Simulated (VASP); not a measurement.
## BeS: single point with revPBE

Crystal: BeS.

```xyz
2
Lattice="0.0000 2.4212 2.4212 2.4212 0.0000 2.4212 2.4212 2.4212 0.0000" Properties=species:S:1:pos:R:3 pbc="T T T"
Be    0.0000    0.0000    0.0000
S     3.6318    3.6318    3.6318
```

This cell differs from its parent crystal: volume scaled by 0.96.

```yaml
Program: VASP 6.6.1
Task: single point
Functional: revPBE
Potentials_or_basis: VASP PAW PBE potentials, release 64 (Be, S)
Cutoff: 600 eV
k_mesh: 8 × 8 × 8
Occupations: gaussian, width 0.05 eV
Spin: no spin polarisation
Dipole_correction: no
Further_INCAR_settings: ALGO = Normal; EDIFF = 1e-06; NBANDS = 11
```

```
Pressure               : 3.9 GPa
Band gap on the k mesh : 3.18 eV, indirect (least direct gap 5.71 eV)
```

Levels at points of the mesh, in eV from the valence-band top:
```tsv
k point	band 2	band 3	band 4	band 5	band 6	band 7
(0.00, 0.00, 0.00)	0.00	0.00	0.00	5.71	5.71	5.71
(0.50, 0.00, 0.00)	-5.79	-1.04	-1.04	5.55	6.60	6.60
(0.50, 0.50, 0.00)	-5.03	-2.64	-2.64	3.18	4.95	12.89
```

Wall time 17 s on 1 thread of Intel Xeon 8259CL, on a shared host, peak memory 0.15 GiB.

Caveat: the PAW data sets were made with another functional, which shifts forces and pressure a little. A k mesh can miss the band edges.
